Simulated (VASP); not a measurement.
Set up this calculation in VASP 6.6.1, as the native input.

```yaml
Task: single point
Functional: PBE
Dispersion: D3(BJ)
Potentials_or_basis: VASP PAW PBE potentials, release 64 (B, N)
Cutoff: 520 eV
k_mesh: 12 × 12 × 4
Occupations: gaussian, width 0.05 eV
Spin: no spin polarisation
Dipole_correction: no
Further_INCAR_settings: ALGO = Normal; EDIFF = 1e-06; NBANDS = 16
```

The structure of BN lies in POSCAR:

```
BN
1.0
    2.5061233057      0.0000000000      0.0000000000
   -1.2530616528      2.1703664477      0.0000000000
    0.0000000000      0.0000000000      6.5973571420
B N
2 2
Direct
   -0.0221160809     -0.0442321619      0.4854487186
    0.3333333333      0.6666666667      0.0000000000
    0.0000000000      0.0000000000      0.0000000000
    0.6666666667      0.3333333333      0.5000000000
```

This cell differs from its parent crystal: atom 1 (B) moved by -0.096 Å along [1 2 0] and -0.096 Å along [0 0 1].

One way to write it, as run:

INCAR

```
SYSTEM = BN
ALGO = Normal
EDIFF = 1E-6
ENCUT = 520
GGA = PE
ISIF = 2
ISMEAR = 0
IVDW = 12
LASPH = .True.
LCHARG = .False.
LREAL = .False.
LWAVE = .False.
NBANDS = 16
NELM = 60
PREC = Accurate
SIGMA = 0.05
```

KPOINTS

```
k-points
0
Gamma
  12 12 4
  0 0 0
```

Potentials or basis: VASP PAW PBE potentials, release 64 (B, N).

Command:

```bash
$ cat potpaw_PBE.64/B/POTCAR potpaw_PBE.64/N/POTCAR > POTCAR
$ mpirun -np 1 vasp_std > vasp.out
```

It gave:

```
Pressure                   : 1.7 GPa
Largest force              : 4.643 eV/Å
Band gap on the k mesh     : 4.06 eV, indirect (least direct gap 4.46 eV)
Dispersion energy per atom : -0.142 eV
```

Caveat: the cell differs from its parent crystal (atom 1 (B) moved by -0.096 Å along [1 2 0] and -0.096 Å along [0 0 1]); forces of over 1 eV/Å act on the atoms, so gaps and moduli don't describe the material at rest.

It took 83 s on 1 thread of AMD EPYC 9R45 (Zen 5) (shared host), peak memory 0.18 GiB.
